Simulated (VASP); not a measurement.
As, 1 atom in the cell. Symmetry: Fm-3m, No. 225, cubic system. The conventional cell has a = 4.229 Å, b = 4.229 Å, c = 4.229 Å, α = 90.00°, β = 90.00°, γ = 90.00°. As (site symmetry m-3m) has 12 As at 2.99 Å within 3.9 Å. 

```yaml
Program: VASP 6.6.1
Task: single point
Functional: PBE
Potentials_or_basis: VASP PAW PBE potentials, release 64 (As)
Cutoff: 500 eV
k_mesh: 4 × 4 × 4
Occupations: fermi-dirac, width 0.15 eV
Spin: non-collinear spin, zero start, spin-orbit coupling
Starting_moments: "[[0, 0, 0]] μB"
Dipole_correction: no
Further_INCAR_settings: ALGO = Normal; EDIFF = 1e-06; NBANDS = 16
```

Potentials or basis: VASP PAW PBE potentials, release 64 (As).

Launch:

```sh
$ cat potpaw_PBE.64/As/POTCAR > POTCAR
$ mpirun -np 1 vasp_ncl > vasp.out
```

Hardware: 1 thread of Intel(R) Xeon(R) Platinum 8259CL CPU @ 2.50GHz (Skylake/Cascade Lake), with other jobs on the host.

Estimate the wall time of this run.

Wall time 8.5 s on 1 thread of Intel(R) Xeon(R) Platinum 8259CL CPU @ 2.50GHz (Skylake/Cascade Lake), on a shared host, peak memory 0.18 GiB. Counts: scf iterations 10, k points 8.
